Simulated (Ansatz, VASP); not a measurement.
## Two plane-wave programs on BAs

File INCAR:

```
SYSTEM = BAs
PREC = Accurate ; ENCUT = 500
EDIFF = 1E-6 ; ISMEAR = 0
SIGMA = 0.05 ; LREAL = .FALSE.
LASPH = .TRUE. ; NELM = 120
ALGO = Normal ; ISIF = 2
LWAVE = .FALSE. ; LCHARG = .FALSE.
GGA = PE ; IVDW = 12
NBANDS = 11 ; GGA_COMPAT = .FALSE.
```

Contents of KPOINTS:

```
regular mesh
0
G
  8 8 8
  0 0 0
```

Contents of POSCAR:

```
BAs
1.0
    0.0000000000      2.3666255079      2.3666255079
    2.3666255079      0.0000000000      2.3666255079
    2.3666255079      2.3666255079      0.0000000000
B As
1 1
Direct
    0.0000000000      0.0000000000      0.0000000000
    0.7500000000      0.7500000000      0.7500000000
```

Input for Ansatz:

```yaml
crystal:
  lattice:
    - [0.0, 2.3666255079, 2.3666255079]
    - [2.3666255079, 0.0, 2.3666255079]
    - [2.3666255079, 2.3666255079, 0.0]
  atoms:
    - { symbol: B, position: [0.0, 0.0, 0.0] }
    - { symbol: As, position: [0.75, 0.75, 0.75] }
basis:
  ecutwfc: 420
  ecutrho_ratio: 4
kpoints:
  mp_grid: { grid: [8, 8, 8] }
hamiltonian:
  xc: pbe
  dispersion: d3bj
scf:
  occupations: { method: gaussian, width: 0.05 }
output:
  forces: true
  stress: true
  eigenvalues: true
```

Alike in both runs: task single point; functional PBE; dispersion D3(BJ); k mesh 8 × 8 × 8; occupations gaussian, width 0.05 eV; no spin polarisation.

|  | VASP | Ansatz |
| --- | --- | --- |
| version | VASP 6.6.1 | Ansatz 0.2.0 |
| potentials or method | VASP PAW PBE potentials, release 64 (B, As), cutoff 500 eV | scalar-relativistic, plane waves, PAW |
| valence electrons in the cell | 8 | 18 |

```csv
,VASP,Ansatz,Ansatz less VASP
gap on the k mesh at the Fermi level (eV),1.16,1.17,+0.009
least direct gap on the mesh (eV),3.31,3.32,+0.005
pressure (GPa),3.6,2.8,-0.76
```

VASP's potentials hold 8 valence electrons a cell and Ansatz's 18, so a difference there can come from the potentials and not from the codes.
